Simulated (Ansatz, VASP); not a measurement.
Ir in VASP and in Ansatz

The input POSCAR:

```
Ir
1.0
    0.0000000000      1.9027432368      1.9027432368
    1.9027432368      0.0000000000      1.9027432368
    1.9027432368      1.9027432368      0.0000000000
Ir
1
Direct
    0.0000000000      0.0000000000      0.0000000000
```

The input INCAR.step1:

```
ALGO = Normal
EDIFF = 1E-5
ENCUT = 520
GGA = PE
ISIF = 2
ISMEAR = -1
LASPH = T
LCHARG = F
LREAL = F
LWAVE = T
NBANDS = 10
NELM = 60
PREC = Accurate
SIGMA = 0.05
```

File INCAR.step2:

```
AEXX = 0.25
ALGO = Normal
EDIFF = 1E-7
ENCUT = 520
GGA = PE
ISIF = 2
ISMEAR = -1
ISTART = 1
LASPH = T
LCHARG = F
LHFCALC = T
LREAL = F
LWAVE = F
NBANDS = 10
NELM = 60
PREC = Accurate
PRECFOCK = Normal
SIGMA = 0.05
```

The input KPOINTS:

```
k-points
0
Gamma
  8 8 8
```

Contents of input:

```
crystal:
  lattice:
    - [0.0, 1.9027432368, 1.9027432368]
    - [1.9027432368, 0.0, 1.9027432368]
    - [1.9027432368, 1.9027432368, 0.0]
  atoms:
    - { symbol: Ir, position: [0.0, 0.0, 0.0] }
hamiltonian:
  xc: pbe0
  pseudopotentials: { kind: paw }
kpoints:
  mp_grid: { grid: [8, 8, 8] }
scf:
  occupations: { method: fermi_dirac, width: 0.05 }
output:
  forces: true
  stress: true
  eigenvalues: true
```

Alike in both runs: task single point; functional PBE0; k mesh 8 × 8 × 8; occupations fermi-dirac, width 0.05 eV; no spin polarisation.

|  | VASP | Ansatz |
| --- | --- | --- |
| version | VASP 6.6.1 | Ansatz 0.2.0 |
| potentials or method | VASP PAW PBE potentials, release 64 (Ir) | Ansatz PAW |
| plane-wave cutoff (eV) | 520 | 420 |
| valence electrons in the cell | 9 | 17 |

VASP gave:

* gap on the k mesh at the Fermi level (eV): none
* pressure (GPa): 10.4

Q: What did Ansatz give for the same quantities?

A: gap on the k mesh at the Fermi level (eV): none; pressure (GPa): 7.8.

A gap of «none» marks a metal or a gap that the smearing closes. VASP's potentials hold 9 valence electrons a cell and Ansatz's 17, so a difference there can come from the potentials and not from the codes.

Spin-orbit coupling is off throughout.
